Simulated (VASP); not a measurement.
Input of a VASP 6.6.1 run:

The input INCAR:

```
SYSTEM = Ag
ALGO = Fast
EDIFF = 1E-6
ENCUT = 520
ISIF = 2
ISMEAR = 1
LASPH = .True.
LCHARG = .True.
LELF = .True.
LREAL = .False.
LVHAR = .True.
LWAVE = .False.
NBANDS = 18
NELM = 100
PREC = Accurate
SIGMA = 0.1
```

File KPOINTS:

```
k-points
0
Gamma
  24 24 12
  0 0 0
```

Contents of POSCAR:

```
Ag
1.0
    2.9701400286      0.0000000000      0.0000000000
   -1.4850700143      2.5722167176      0.0000000000
    0.0000000000      0.0000000000      4.6613996094
Ag
2
Direct
    0.3333333333      0.6666666667      0.2500000000
    0.6666666667      0.3333333333      0.7500000000
```

Potentials or basis: VASP PAW LDA potentials, release 64 (Ag).

The run is started by

```console
$ cat potpaw_LDA.64/Ag/POTCAR > POTCAR
$ mpirun -np 1 vasp_std > vasp.out
```

**Question.** Predict the pressure.

**Answer.** -10.4 GPa.

**Question.** What does it give for the band gap on the k mesh?

**Answer.** Zero (band 11 reaches 11.32 eV, above the bottom of band 12 at 4.24 eV).

Stress tensor (GPa, compression positive):
```
-11.57   0.00   0.00
  0.00 -11.57   0.00
  0.00   0.00  -8.05
```
